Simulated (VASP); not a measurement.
# C (Fd-3m) in VASP: single point with PBEsol

Aim: the single point of C with PBEsol.

Program: VASP 6.6.1. These are calculated values, not measurements. Logs are shortened: lines on timing, memory, paths and dates and some standing lists are left out, and cuts for length are marked.

## Step 1: The cell of the first run

The structure is cubic, space group Fd-3m (No. 227). Conventional cell: a = 3.551 Å, b = 3.551 Å, c = 3.551 Å, α = 90.00°, β = 90.00°, γ = 90.00°. Within 2.0 Å of C (site symmetry -43m) lie 4 C at 1.54 Å.

## Step 2: Single point, PBEsol

Input file INCAR:

```
SYSTEM = C
  PREC = Accurate
  ENCUT = 910
  EDIFF = 1E-6
  ISMEAR = 0
  SIGMA = 0.01
  LREAL = .FALSE.
  LASPH = .TRUE.
  NELM = 120
  ALGO = Normal
  ISIF = 2
  LWAVE = .FALSE.
  LCHARG = .FALSE.
  GGA = PS
  NBANDS = 11
  GGA_COMPAT = .FALSE.
```

Input file KPOINTS:

```
Automatic mesh
0
G
  10 10 10
  0 0 0
```

Input file POSCAR:

```
C
1.0
    0.0000000000      1.7756212551      1.7756212551
    1.7756212551      0.0000000000      1.7756212551
    1.7756212551      1.7756212551      0.0000000000
C
2
Direct
    0.5000000000      0.5000000000      0.5000000000
    0.7500000000      0.7500000000      0.7500000000
```

Potentials or basis: VASP PAW PBE potentials, release 64 (C_h).

The run is started by

```console
cat potpaw_PBE.64/C_h/POTCAR > POTCAR
mpirun -np 1 vasp_std > vasp.out
```

OUTCAR:

```text
SYSTEM = C
   PREC = Accurate
   ENCUT = 910
   EDIFF = 1E-6
   ISMEAR = 0
   LREAL = .FALSE.
   LASPH = .TRUE.
   NELM = 120
   ISIF = 2
   GGA = PS

 ion  position               nearest neighbor table
   1  0.500  0.500  0.500-
   2  0.750  0.750  0.750-

  LATTYP: Found a face centered cubic cell.
 ALAT       =     3.5512425102

  Lattice vectors:

 A1 = (   0.0000000000,   1.7756212551,   1.7756212551)
 A2 = (   1.7756212551,   0.0000000000,   1.7756212551)
 A3 = (   1.7756212551,   1.7756212551,   0.0000000000)

Analysis of symmetry for initial positions (statically):
=====================================================================
 Subroutine PRICEL returns:
 Original cell was already a primitive cell.

 Routine SETGRP: Setting up the symmetry group for a
 face centered cubic supercell.

 Subroutine GETGRP returns: Found 48 space group operations
 (whereof 24 operations were pure point group operations)
 out of a pool of 48 trial point group operations.

The static configuration has the point symmetry T_d .
 The point group associated with its full space group is O_h .

Analysis of symmetry for dynamics (positions and initial velocities):
=====================================================================
 Subroutine PRICEL returns:
 Original cell was already a primitive cell.

 Routine SETGRP: Setting up the symmetry group for a
 face centered cubic supercell.

 Subroutine GETGRP returns: Found 48 space group operations
 (whereof 24 operations were pure point group operations)
 out of a pool of 48 trial point group operations.

The dynamic configuration has the point symmetry T_d .
 The point group associated with its full space group is O_h .

 Subroutine INISYM returns: Found 48 space group operations
 (whereof 24 operations are pure point group operations),
 and found     1 'primitive' translations

----------------------------------------------------------------------------------------

                                     Primitive cell

  volume of cell :      11.1965

  direct lattice vectors                    reciprocal lattice vectors
     0.000000000  1.775621255  1.775621255    -0.281591583  0.281591583  0.281591583
     1.775621255  0.000000000  1.775621255     0.281591583 -0.281591583  0.281591583
     1.775621255  1.775621255  0.000000000     0.281591583  0.281591583 -0.281591583

  length of vectors
     2.511107661  2.511107661  2.511107661     0.487730929  0.487730929  0.487730929

  position of ions in fractional coordinates (direct lattice)
     0.500000000  0.500000000  0.500000000
     0.750000000  0.750000000  0.750000000

  ion indices of the primitive-cell ions
   primitive index   ion index
                 1           1
                 2           2

----------------------------------------------------------------------------------------

 KPOINTS: Automatic mesh

Automatic generation of k-mesh.
 Grid dimensions read from file:
 generate k-points for:   10   10   10

 Generating k-lattice:

  Cartesian coordinates                     Fractional coordinates (reciprocal lattice)
    -0.028159158  0.028159158  0.028159158     0.100000000  0.000000000  0.000000000
     0.028159158 -0.028159158  0.028159158     0.000000000  0.100000000  0.000000000
     0.028159158  0.028159158 -0.028159158     0.000000000  0.000000000  0.100000000

  Length of vectors
     0.048773093  0.048773093  0.048773093

  Shift w.r.t. Gamma in fractional coordinates (k-lattice)
     0.000000000  0.000000000  0.000000000

 Subroutine IBZKPT returns following result:
 ===========================================

 Found     47 irreducible k-points:

 Following reciprocal coordinates:
            Coordinates               Weight
  0.000000  0.000000  0.000000      1.000000
  0.100000  0.000000  0.000000      8.000000
  0.200000  0.000000  0.000000      8.000000
  0.300000  0.000000  0.000000      8.000000
  0.400000  0.000000  0.000000      8.000000
  0.500000  0.000000  0.000000      4.000000
[... 16 lines left out ...]
  0.300000  0.300000  0.000000      6.000000
  0.400000  0.300000  0.000000     24.000000
 [... further k-points ...]
   k-points           NKPTS =     47   k-points in BZ     NKDIM =     47   number of bands    NBANDS=     11
   number of dos      NEDOS =    301   number of ions     NIONS =      2
   total plane-waves  NPLWV =  21952
   dimension x,y,z NGX =    28 NGY =   28 NGZ =   28
   dimension x,y,z NGXF=    56 NGYF=   56 NGZF=   56
   ions per type =               2
   NGX,Y,Z   is equivalent  to a cutoff of  18.54, 18.54, 18.54 a.u.
   NGXF,Y,Z  is equivalent  to a cutoff of  37.07, 37.07, 37.07 a.u.
 SYSTEM =  C
   PREC   = accura    normal or accurate (medium, high low for compatibility)
   ISTART =      0    job   : 0-new  1-cont  2-samecut
   ICHARG =      2    charge: 1-file 2-atom 10-const
   ISPIN  =      1    spin polarized calculation?
   LNONCOLLINEAR =      F non collinear calculations
   LSORBIT =      F    spin-orbit coupling
   LASPH  =      T    aspherical Exc in radial PAW
   ENCUT  =  910.0 eV  66.88 Ry    8.18 a.u.   6.18  6.18  6.18*2*pi/ulx,y,z
   NELM   =    120;   NELMIN=  2; NELMDL= -5     # of ELM steps
   EDIFF  = 0.1E-05   stopping-criterion for ELM
   LREAL  =      F    real-space projection
[... 7 lines left out ...]
   TEBEG  =    0.0;   TEEND  =   0.0 temperature during run
   PSTRESS=    0.0 pullay stress
   NELECT =       8.0000    total number of electrons
   NUPDOWN=      -1.0000    fix difference up-down
   EMIN   =  10.00;   EMAX   =-10.00  energy-range for DOS
   EFERMI =   0.00;   METHOD = LEGACY
   ISMEAR =     0;   SIGMA  =   0.01  broadening in eV -4-tet -1-fermi 0-gaus
   EFERMI_NEDOS =   21; number of points for ismear=-14 and -15
   IALGO  =     38    algorithm
   IMIX   =      4    mixing-type and parameters
     AMIX     =   0.40;   BMIX     =  1.00
     AMIX_MAG =   1.60;   BMIX_MAG =  1.00
  volume/ion in A,a.u.               =       5.60        37.78
  Fermi-wavevector in a.u.,A,eV,Ry     =   1.463562  2.765731 29.143871  2.142014
  Thomas-Fermi vector in A             =   2.579642
   LORBIT       =      0    0 simple, 1 ext, 2 COOP (PROOUT), +10 PAW based schemes
   GGA     = PS    functional components
   LHFCALC =     F    Hartree Fock is set to
   AEXX    =    0.0000 exact exchange contribution
   IVDW    =     0    specifies the selected vdW correction
   LEPSILON=     F    determine dielectric tensor
   LRPA    =     F    only Hartree local field effects (RPA)
 non-spin polarized calculation
 Gauss-broadening in eV      SIGMA  =   0.01
  energy-cutoff  :      910.00
  volume of cell :       11.20
 maximum number of plane-waves:       725
 NGX is ok and might be reduce to    28
   NGX = 13   NGY = 13   NGZ = 13

 number of electron       8.0000000 magnetization

 Free energy of the ion-electron system (eV)
  ---------------------------------------------------
  ext. energy  EPLUGINS =         0.00000000
  ---------------------------------------------------
  free energy    TOTEN  =       -19.27609239 eV

  energy without entropy =      -19.27609239  energy(sigma->0) =      -19.27609239

 E-fermi :  11.2134     XC(G=0): -13.6395

 val. band max:       11.1246237089   @ k =   0.0000   0.0000   0.0000
 cond. band min:      15.1929156898   @ k =   0.4000   0.4000   0.0000
 fundamental gap:      4.0682919809
 Fermi energy:        11.2134063616

 k-point     1 :       0.0000    0.0000    0.0000
  band No.  band energies     occupation
      1     -10.5706      2.00000
      2      11.1246      2.00000
      3      11.1246      2.00000
      4      11.1246      2.00000
      5      16.7055      0.00000
      6      16.7055      0.00000
      7      16.7055      0.00000
      8      24.7989      0.00000
      9      30.2569      0.00000
     10      37.7052      0.00000
     11      37.7052      0.00000

 k-point     2 :       0.1000    0.0000    0.0000
  band No.  band energies     occupation
      1     -10.2905      2.00000
      2       9.4221      2.00000
      3      10.6684      2.00000
      4      10.6684      2.00000
      5      17.3038      0.00000
      6      17.3038      0.00000
      7      17.6755      0.00000
      8      25.0061      0.00000
      9      30.7118      0.00000
     10      35.0627      0.00000
     11      35.0627      0.00000

 k-point     3 :       0.2000    0.0000    0.0000
  band No.  band energies     occupation
      1      -9.4553      2.00000
      2       6.1747      2.00000
      3       9.7771      2.00000
      4       9.7771      2.00000
      5      18.4486      0.00000
      6      18.4486      0.00000
      7      18.9316      0.00000
      8      25.5700      0.00000
      9      31.4972      0.00000
     10      33.5290      0.00000
     11      33.5290      0.00000

 k-point     4 :       0.3000    0.0000    0.0000
  band No.  band energies     occupation
      1      -8.0834      2.00000
      2       2.7325      2.00000
      3       8.9759      2.00000
      4       8.9759      2.00000
      5      19.2651      0.00000
      6      19.2651      0.00000
      7      19.6761      0.00000
      8      26.2359      0.00000
      9      31.8678      0.00000
     10      33.8129      0.00000
     11      33.8129      0.00000
[... 239 lines left out ...]
 k-point    22 :      -0.2000    0.2000    0.0000
  band No.  band energies     occupation
      1      -7.6300      2.00000
      2       4.0849      2.00000
      3       4.9998      2.00000
      4       9.1085      2.00000
      5      19.6429      0.00000
      6      19.7325      0.00000
      7      21.6677      0.00000
      8      24.9020      0.00000
      9      31.0443      0.00000
     10      32.0099      0.00000
     11      35.1344      0.00000

 k-point    23 :       0.3000    0.3000    0.0000
  band No.  band energies     occupation
      1      -7.2592      2.00000
      2       5.0342      2.00000
      3       6.1444      2.00000
      4       6.1444      2.00000
      5      15.2857      0.00000
      6      19.6860      0.00000
      7      24.3308      0.00000
      8      24.3308      0.00000
      9      32.1238      0.00000
     10      33.9253      0.00000
     11      41.9509      0.00000

 k-point    24 :       0.4000    0.3000    0.0000
  band No.  band energies     occupation
      1      -5.9224      2.00000
      2       3.0313      2.00000
      3       5.0262      2.00000
      4       5.6670      2.00000
      5      15.8382      0.00000
      6      19.0237      0.00000
      7      25.3272      0.00000
      8      25.4000      0.00000
      9      33.0181      0.00000
     10      33.9981      0.00000
     11      41.9260      0.00000

 [... further k-points ...]

------------------------ aborting loop because EDIFF is reached ----------------------------------------

  FORCE on cell =-STRESS in cart. coord.  units (eV):
  Direction    XX          YY          ZZ          XY          YZ          ZX
  --------------------------------------------------------------------------------------
  -------------------------------------------------------------------------------------
  Total        0.0681261      0.0681261      0.0681261      0.0000000      0.0000000     -0.0000000
  in kB        9.7486191      9.7486191      9.7486191      0.0000000      0.0000000     -0.0000000
  external PRESSURE =       9.7486191 kB  Pullay stress =       0.0000000 kB

 VOLUME and BASIS-vectors are now :
 -----------------------------------------------------------------------------
  energy-cutoff  :      910.00
  volume of cell :       11.20
      direct lattice vectors                 reciprocal lattice vectors
     0.000000000  1.775621255  1.775621255    -0.281591583  0.281591583  0.281591583
     1.775621255  0.000000000  1.775621255     0.281591583 -0.281591583  0.281591583
     1.775621255  1.775621255  0.000000000     0.281591583  0.281591583 -0.281591583

 POSITION                                       TOTAL-FORCE (eV/Angst)
 -----------------------------------------------------------------------------------
      1.77562      1.77562      1.77562         0.000000      0.000000      0.000000
      2.66343      2.66343      2.66343        -0.000000     -0.000000     -0.000000
 -----------------------------------------------------------------------------------
    total drift:                                0.000000      0.000000     -0.000000

  FREE ENERGIE OF THE ION-ELECTRON SYSTEM (eV)
  ---------------------------------------------------
  free  energy   TOTEN  =       -19.2760923900 eV

  energy  without entropy=      -19.2760923900  energy(sigma->0) =      -19.27609239
```

It took 17 s on 1 thread of Intel Xeon Platinum 8259CL at 2.50GHz (Skylake/Cascade Lake), shared host; peak memory 0.15 GiB.

What came out:

```yaml
Free_energy: -19.2761 eV
Pressure: 1.0 GPa
Band_gap_on_the_k_mesh: 4.07 eV (least direct gap 5.58 eV)
```

Levels at points of the mesh, in eV from the valence-band top:
```tsv
k point	band 1	band 2	band 3	band 4	band 5	band 6	band 7	band 8	band 9
(0.00, 0.00, 0.00)	-21.70	0.00	0.00	0.00	5.58	5.58	5.58	13.67	19.13
(0.50, 0.00, 0.00)	-15.79	-13.61	-2.84	-2.84	8.44	8.44	9.02	15.61	21.83
(0.50, 0.50, 0.00)	-12.87	-12.87	-6.41	-6.41	4.63	4.63	16.99	16.99	23.32
```

Caveat: the PAW data sets were made with another functional, which shifts forces and pressure a little.
